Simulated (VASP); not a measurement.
# CdS (P6_3mc) in VASP: a series of runs

The runs below take CdS through single point, relaxation of cell and atoms, with r2SCAN.

Everything below comes from runs of VASP 6.6.1. Logs are shortened: lines on timing, memory, paths and dates and some standing lists are left out, and cuts for length are marked.

## 1. The cell of the first run

It takes space group P6_3mc (No. 186, hexagonal). The conventional cell has a = 4.220 Å, b = 4.220 Å, c = 6.856 Å, α = 90.00°, β = 90.00°, γ = 120.00°. Cd (site symmetry 3m) has 4 S at 2.58 Å within 3.4 Å. Within 3.4 Å of S (site symmetry 3m) lie 4 Cd at 2.58 Å.

## 2. Single point, r2SCAN

Input file POSCAR:

```
CdS
1.0
    4.2198018709      0.0000000029      0.0000000000
   -2.1099009380      3.6544556177      0.0000000000
    0.0000000000      0.0000000000      6.8561392600
Cd S
2 2
Direct
    0.3333333333      0.6666666667     -0.0009654500
    0.6666666667      0.3333333333      0.4990345500
    0.3333333333      0.6666666667      0.3759654500
    0.6666666667      0.3333333333      0.8759654500
```

Input file INCAR.step1:

```
SYSTEM = CdS
ALGO     = Normal         ! electronic algorithm
EDIFF    = 1E-4           ! SCF threshold, eV
ENCUT    = 520            ! plane-wave cutoff, eV
GGA      = PE             ! functional
ISMEAR   = -1             ! smearing method
LASPH    = .True.         ! aspherical terms in the spheres
LCHARG   = .False.        ! write CHGCAR
LREAL    = .False.        ! projectors in reciprocal space
LWAVE    = .True.         ! write WAVECAR
NBANDS   = 26             ! bands
NELM     = 80             ! most SCF steps
PREC     = Accurate       ! precision mode
SIGMA    = 0.02           ! smearing width, eV
```

Input file INCAR.step2:

```
SYSTEM = CdS
ALGO     = Normal         ! electronic algorithm
EDIFF    = 1E-6           ! SCF threshold, eV
ENCUT    = 520            ! plane-wave cutoff, eV
ISIF     = 2              ! what is computed and relaxed
ISMEAR   = -1             ! smearing method
ISTART   = 1            
LASPH    = .True.         ! aspherical terms in the spheres
LCHARG   = .True.         ! write CHGCAR
LELF     = .True.         ! ELF
LMIXTAU  = .True.       
LREAL    = .False.        ! projectors in reciprocal space
LVHAR    = .True.       
LWAVE    = .False.        ! write WAVECAR
METAGGA  = R2SCAN         ! meta-GGA
NBANDS   = 26             ! bands
NELM     = 80             ! most SCF steps
PREC     = Accurate       ! precision mode
SIGMA    = 0.02           ! smearing width, eV
```

Input file KPOINTS:

```
k-points
0
Gamma
  12 12 4
  0 0 0
```

Potentials or basis: VASP PAW PBE potentials, release 64 (Cd, S).

Command:

```sh
$ cat potpaw_PBE.64/Cd/POTCAR potpaw_PBE.64/S/POTCAR > POTCAR
$ cp INCAR.step1 INCAR
$ mpirun -np 1 vasp_std > vasp.out
$ cp INCAR.step2 INCAR
$ mpirun -np 1 vasp_std > vasp.out
```

OUTCAR:

```text
SYSTEM = CdS
   EDIFF = 1E-6
   ENCUT = 520
   ISIF = 2
   ISMEAR = -1
   ISTART = 1
   LASPH = .True.
   LREAL = .False.
   METAGGA = R2SCAN
   NELM = 80
   PREC = Accurate

 ion  position               nearest neighbor table
   1  0.333  0.667  0.999-   4 2.58   4 2.58   4 2.58   3 2.58
   2  0.667  0.333  0.499-   3 2.58   3 2.58   3 2.58   4 2.58
   3  0.333  0.667  0.376-   2 2.58   2 2.58   2 2.58   1 2.58
   4  0.667  0.333  0.876-   1 2.58   1 2.58   1 2.58   2 2.58

  LATTYP: Found a hexagonal cell.
 ALAT       =     4.2198018709
 C/A-ratio  =     1.6247538320

  Lattice vectors:

 A1 = (   4.2198018709,   0.0000000029,   0.0000000000)
 A2 = (  -2.1099009380,   3.6544556177,   0.0000000000)
 A3 = (   0.0000000000,   0.0000000000,   6.8561392600)

Analysis of symmetry for initial positions (statically):
=====================================================================
 Subroutine PRICEL returns:
 Original cell was already a primitive cell.

 Routine SETGRP: Setting up the symmetry group for a
 hexagonal supercell.

 Subroutine GETGRP returns: Found 12 space group operations
 (whereof  6 operations were pure point group operations)
 out of a pool of 24 trial point group operations.

The static configuration has the point symmetry C_3v.
 The point group associated with its full space group is C_6v.

Analysis of symmetry for dynamics (positions and initial velocities):
=====================================================================
 Subroutine PRICEL returns:
 Original cell was already a primitive cell.

 Routine SETGRP: Setting up the symmetry group for a
 hexagonal supercell.

 Subroutine GETGRP returns: Found 12 space group operations
 (whereof  6 operations were pure point group operations)
 out of a pool of 24 trial point group operations.

The dynamic configuration has the point symmetry C_3v.
 The point group associated with its full space group is C_6v.

 Subroutine INISYM returns: Found 12 space group operations
 (whereof  6 operations are pure point group operations),
 and found     1 'primitive' translations

----------------------------------------------------------------------------------------

                                     Primitive cell

  volume of cell :     105.7291

  direct lattice vectors                    reciprocal lattice vectors
     4.219801871  0.000000003  0.000000000     0.236977951  0.136819284  0.000000000
    -2.109900938  3.654455618  0.000000000    -0.000000000  0.273638567  0.000000000
     0.000000000  0.000000000  6.856139260     0.000000000  0.000000000  0.145854680
[... 89 lines left out ...]
   LREAL  =      F    real-space projection
   EDIFFG = 0.1E-04   stopping-criterion for IOM
   NSW    =      0    number of steps for IOM
   IBRION =     -1    ionic relax: 0-MD 1-quasi-New 2-CG
   NFREE  =      0    steps in history (QN), initial steepest desc. (CG)
   ISIF   =      2    stress and relaxation
   ISYM   =      2    0-nonsym 1-usesym 2-fastsym
   POTIM  = 0.5000    time-step for ionic-motion
   TEBEG  =    0.0;   TEEND  =   0.0 temperature during run
   PSTRESS=    0.0 pullay stress
   NELECT =      36.0000    total number of electrons
   NUPDOWN=      -1.0000    fix difference up-down
   EMIN   =  10.00;   EMAX   =-10.00  energy-range for DOS
   EFERMI =   0.00;   METHOD = LEGACY
   ISMEAR =    -1;   SIGMA  =   0.02  broadening in eV -4-tet -1-fermi 0-gaus
   EFERMI_NEDOS =   21; number of points for ismear=-14 and -15
   IALGO  =     38    algorithm
   IMIX   =      4    mixing-type and parameters
     AMIX     =   0.40;   BMIX     =  1.00
     AMIX_MAG =   1.60;   BMIX_MAG =  1.00
  volume/ion in A,a.u.               =      26.43       178.37
  Fermi-wavevector in a.u.,A,eV,Ry     =   1.143170  2.160278 17.780610  1.306838
  Thomas-Fermi vector in A             =   2.279866
   LORBIT       =      0    0 simple, 1 ext, 2 COOP (PROOUT), +10 PAW based schemes
   METAGGA = R2SCAN    functional components
   LHFCALC =     F    Hartree Fock is set to
   AEXX    =    0.0000 exact exchange contribution
   IVDW    =     0    specifies the selected vdW correction
   LEPSILON=     F    determine dielectric tensor
   LRPA    =     F    only Hartree local field effects (RPA)
 non-spin polarized calculation
  energy-cutoff  :      520.00
  volume of cell :      105.73
 maximum number of plane-waves:      2867
 NGX is ok and might be reduce to    32
   NGX = 15   NGY = 15   NGZ = 25

 number of electron      36.0000001 magnetization

 Free energy of the ion-electron system (eV)
  ---------------------------------------------------
  ext. energy  EPLUGINS =         0.00000000
  ---------------------------------------------------
  free energy    TOTEN  =       -59.36083258 eV

  energy without entropy =      -59.36083258  energy(sigma->0) =      -59.36083258

 E-fermi :   0.9666     XC(G=0):  -9.4161

 val. band max:        0.5228581366   @ k =   0.0000   0.0000   0.0000
 cond. band min:       2.0494608251   @ k =   0.0000   0.0000   0.0000
 fundamental gap:      1.5266026885
 Fermi energy:         0.9665673481

 k-point     1 :       0.0000    0.0000    0.0000
  band No.  band energies     occupation
      1     -11.9729      2.00000
      2     -11.5947      2.00000
      3      -7.2172      2.00000
      4      -7.2125      2.00000
      5      -7.2125      2.00000
      6      -7.1352      2.00000
[... 685 lines left out ...]
     25       8.8083      0.00000
     26      10.0604      0.00000

 [... further k-points ...]

------------------------ aborting loop because EDIFF is reached ----------------------------------------

  FORCE on cell =-STRESS in cart. coord.  units (eV):
  Direction    XX          YY          ZZ          XY          YZ          ZX
  --------------------------------------------------------------------------------------
  -------------------------------------------------------------------------------------
  Total       -1.2852296     -1.2852296     -1.2736377      0.0000000      0.0000000      0.0000000
  in kB      -19.4758716    -19.4758716    -19.3002137      0.0000000      0.0000000      0.0000000
  external PRESSURE =     -19.4173190 kB  Pullay stress =       0.0000000 kB

 VOLUME and BASIS-vectors are now :
 -----------------------------------------------------------------------------
  energy-cutoff  :      520.00
  volume of cell :      105.73
      direct lattice vectors                 reciprocal lattice vectors
     4.219801871  0.000000003  0.000000000     0.236977951  0.136819284  0.000000000
    -2.109900938  3.654455618  0.000000000    -0.000000000  0.273638567  0.000000000
     0.000000000  0.000000000  6.856139260     0.000000000  0.000000000  0.145854680

 POSITION                                       TOTAL-FORCE (eV/Angst)
 -----------------------------------------------------------------------------------
     -0.00000      2.43630      6.84952        -0.000000      0.000000     -0.001954
      2.10990      1.21815      3.42145         0.000000     -0.000000     -0.001954
     -0.00000      2.43630      2.57767         0.000000     -0.000000      0.001954
      2.10990      1.21815      6.00574         0.000000     -0.000000      0.001954
 -----------------------------------------------------------------------------------
    total drift:                               -0.000000      0.000000      0.002287

  FREE ENERGIE OF THE ION-ELECTRON SYSTEM (eV)
  ---------------------------------------------------
  free  energy   TOTEN  =       -59.3608325768 eV

  energy  without entropy=      -59.3608325768  energy(sigma->0) =      -59.36083258
```

OUTCAR.step1:

```text
SYSTEM = CdS
   EDIFF = 1E-4
   ENCUT = 520
   GGA = PE
   ISMEAR = -1
   LASPH = .True.
   LREAL = .False.
   NELM = 80
[... 925 lines left out ...]
      2.10990      1.21815      3.42145        -0.000000      0.000000      0.000334
     -0.00000      2.43630      2.57767        -0.000000      0.000000     -0.000334
      2.10990      1.21815      6.00574         0.000000     -0.000000     -0.000334
 -----------------------------------------------------------------------------------
    total drift:                               -0.000000      0.000000     -0.000616

  FREE ENERGIE OF THE ION-ELECTRON SYSTEM (eV)
  ---------------------------------------------------
  free  energy   TOTEN  =       -12.2987075259 eV

  energy  without entropy=      -12.2987075259  energy(sigma->0) =      -12.29870753
```

It took 3.4 min on 1 thread of Intel Xeon 6975P-C (Granite Rapids), shared host; peak memory 0.32 GiB.

Results:

```
Free energy            : -59.3608 eV
Pressure               : -1.9 GPa
Band gap on the k mesh : 1.53 eV
```

Caveat: the PAW data sets were made with another functional, which shifts forces and pressure a little. A k mesh can miss the band edges.

## 3. Single point, r2SCAN

This run uses another cell than the first one, of 26.94 Å³/atom.

Input file POSCAR:

```
CdS
1.0
    4.2466803099      0.0000000029      0.0000000000
   -2.1233401574      3.6777330287      0.0000000000
    0.0000000000      0.0000000000      6.8998101100
Cd S
2 2
Direct
    0.3333333333      0.6666666667     -0.0009654500
    0.6666666667      0.3333333333      0.4990345500
    0.3333333333      0.6666666667      0.3759654500
    0.6666666667      0.3333333333      0.8759654500
```

Input file INCAR.step1:

```
SYSTEM = CdS
PREC = Accurate
ENCUT = 520
ISMEAR = -1
SIGMA = 0.02
LREAL = .FALSE.
LASPH = .TRUE.
NELM = 60
NBANDS = 26
GGA = PE
ALGO = Normal
EDIFF = 1E-4
LWAVE = .TRUE.
LCHARG = .FALSE.
```

Input file INCAR.step2:

```
SYSTEM = CdS
PREC = Accurate
ENCUT = 520
EDIFF = 1E-7
ISMEAR = -1
SIGMA = 0.02
LREAL = .FALSE.
LASPH = .TRUE.
NELM = 60
ALGO = Normal
ISIF = 2
LWAVE = .FALSE.
LCHARG = .TRUE.
METAGGA = R2SCAN
LMIXTAU = .TRUE.
LELF = .TRUE.
LVHAR = .TRUE.
NBANDS = 26
ISTART = 1
```

Input file KPOINTS:

```
regular mesh
0
G
  12 12 4
  0 0 0
```

Potentials or basis: VASP PAW PBE potentials, release 64 (Cd, S).

Command:

```sh
$ cat potpaw_PBE.64/Cd/POTCAR potpaw_PBE.64/S/POTCAR > POTCAR
$ cp INCAR.step1 INCAR
$ mpirun -np 1 vasp_std > vasp.out
$ cp INCAR.step2 INCAR
$ mpirun -np 1 vasp_std > vasp.out
```

It took 4.1 min on 1 thread of Intel Xeon 6975P-C (Granite Rapids), shared host; peak memory 0.32 GiB.

The run converged. Its results:

```yaml
Free_energy: -59.3304 eV
Pressure: -2.9 GPa
Band_gap_on_the_k_mesh: 1.48 eV
```

Forces in eV/Å, atoms in the order of the input:
```
Cd   0.000  0.000 -0.003
Cd   0.000  0.000 -0.003
S    0.000  0.000  0.003
S    0.000  0.000  0.003
```

Levels at points of the mesh, in eV from the valence-band top:
| k point | band 14 | band 15 | band 16 | band 17 | band 18 | band 19 | band 20 | band 21 | band 22 | band 23 |
| --- | --- | --- | --- | --- | --- | --- | --- | --- | --- | --- |
| (0.00, 0.00, 0.00) | -0.66 | -0.66 | -0.03 | 0.00 | 0.00 | 1.48 | 3.13 | 6.98 | 6.98 | 7.32 |
| (0.50, 0.00, 0.00) | -3.21 | -2.35 | -1.66 | -1.13 | -0.66 | 4.00 | 4.23 | 5.44 | 6.61 | 7.49 |
| (0.00, 0.00, 0.50) | -2.27 | -0.34 | -0.34 | -0.34 | -0.34 | 3.11 | 3.11 | 6.54 | 6.54 | 7.31 |
| (0.50, 0.00, 0.50) | -3.77 | -1.19 | -1.19 | -1.17 | -1.17 | 3.82 | 3.82 | 5.74 | 5.74 | 8.15 |

Caveat: the PAW data sets were made with another functional, which shifts forces and pressure a little. r2SCAN opens gaps a little over a GGA but as a rule still falls short of measured ones.

## 4. Relaxation of cell and atoms, r2SCAN

This run uses another cell than the first one, of 25.12 Å³/atom.

Input file POSCAR:

```
CdS
1.0
    4.1500000000      0.0000000000      0.0000000000
   -2.0750000000      3.5940054300      0.0000000000
    0.0000000000      0.0000000000      6.7370000000
Cd S
2 2
Direct
    0.3333333300      0.6666666700      0.0000000000
    0.6666666700      0.3333333300      0.5000000000
    0.3333333300      0.6666666700      0.3750000000
    0.6666666700      0.3333333300      0.8750000000
```

Input file INCAR.step1:

```
PREC = Accurate
ENCUT = 600
ISMEAR = -1
SIGMA = 0.02
LREAL = F
LASPH = T
NELM = 60
GGA = PE
ALGO = Normal
EDIFF = 1E-4
LWAVE = T
LCHARG = F
```

Input file INCAR.step2:

```
PREC = Accurate
ENCUT = 600
EDIFF = 1E-6
ISMEAR = -1
SIGMA = 0.02
LREAL = F
LASPH = T
NELM = 60
ALGO = Normal
ISIF = 3
LWAVE = F
LCHARG = F
METAGGA = R2SCAN
LMIXTAU = T
IBRION = 2
NSW = 80
EDIFFG = -0.01
ISTART = 1
```

Input file KPOINTS:

```
regular mesh
0
Gamma
  6 6 4
```

Command:

```sh
$ cat potpaw_PBE.64/Cd/POTCAR potpaw_PBE.64/S/POTCAR > POTCAR
$ cp INCAR.step1 INCAR
$ mpirun -np 1 vasp_std > vasp.out
$ cp INCAR.step2 INCAR
$ mpirun -np 1 vasp_std > vasp.out
```

Wall time 5.1 min (1 thread of Intel Xeon 6975P-C (Granite Rapids), shared host); peak memory 0.3 GiB.

Results (log left out):

```
Free energy                           : -59.3812 eV
Relaxed volume                        : 25.51 Å³/atom
Relaxed cell                          : a = 4.167 Å, b = 4.167 Å, c = 6.788 Å, α = 90.00°, β = 90.00°, γ = 120.00°
Space group after relaxing (to 0.1 Å) : P6_3mc (No. 186)
Energy gained by relaxing             : 1.4 meV/atom
Ionic steps                           : 5
Pressure after relaxing               : 0.0 GPa
Largest force after relaxing          : 0.008 eV/Å
Band gap on the k mesh                : 1.61 eV
```

Forces on the atoms (eV/Å):
```
Cd   0.000  0.000 -0.008
Cd   0.000  0.000 -0.008
S    0.000  0.000  0.008
S    0.000  0.000  0.008
```

Step by step:
```csv
step,energy change (eV),largest force (eV/Å),pressure (GPa),volume (Å³)
1,0.0000,0.0711,1.01,100.48
2,-0.0045,0.0021,-0.44,102.79
3,-0.0055,0.0214,-0.01,102.07
4,-0.0055,0.0206,-0.03,102.10
5,-0.0056,0.0083,0.00,102.06
```

Final structure:
```cif
data_structure
_symmetry_space_group_name_H-M 'P 1'
_symmetry_Int_Tables_number 1
_cell_length_a 4.1666
_cell_length_b 4.1666
_cell_length_c 6.7880
_cell_angle_alpha 90.000
_cell_angle_beta 90.000
_cell_angle_gamma 120.000
_cell_volume 102.06
loop_
_atom_site_label
_atom_site_type_symbol
_atom_site_fract_x
_atom_site_fract_y
_atom_site_fract_z
_atom_site_occupancy
Cd1 Cd 0.33333 0.66667 0.99950 1
Cd2 Cd 0.66667 0.33333 0.49950 1
S1 S 0.33333 0.66667 0.37550 1
S2 S 0.66667 0.33333 0.87550 1
```

Levels at points of the mesh, in eV from the valence-band top:
```
           k point  band 16  band 17  band 18  band 19  band 20  band 21
(0.00, 0.00, 0.00)    -0.05     0.00     0.00     1.61     3.23     7.00
(0.50, 0.00, 0.00)    -1.83    -1.26    -0.73     4.13     4.26     5.41
(0.00, 0.00, 0.50)    -0.38    -0.38    -0.38     3.26     3.26     6.61
(0.50, 0.00, 0.50)    -1.31    -1.31    -1.31     3.86     3.86     5.79
```

Caveat: the PAW data sets were made with another functional, which shifts forces and pressure a little. Zero-point motion and thermal expansion aren't in these numbers.

## 5. Summary

```csv
task,cell,k mesh,cutoff (eV),gap on the mesh (eV),pressure (GPa)
single point,"a = 4.220, b = 4.220, c = 6.856 Å, angles 90.0, 90.0, 120.0°, 4 atoms, atomic positions A",12 × 12 × 4,520,1.53,-1.9
single point,"a = 4.247, b = 4.247, c = 6.900 Å, angles 90.0, 90.0, 120.0°, 4 atoms, atomic positions A",12 × 12 × 4,520,1.48,-2.9
relaxation of cell and atoms,"relaxed from a = 4.150, b = 4.150, c = 6.737 Å, angles 90.0, 90.0, 120.0°, 4 atoms, atomic positions B",6 × 6 × 4,600,1.61,0.0
```

Alike in all rows: level r2SCAN; potentials or basis VASP PAW PBE potentials, release 64 (Cd, S); no spin polarisation; smearing fermi-dirac 0.02 eV.

Caveats: the PAW data sets were made with another functional, which shifts forces and pressure a little.

Absolute energies hang on the potentials; compare differences alone.
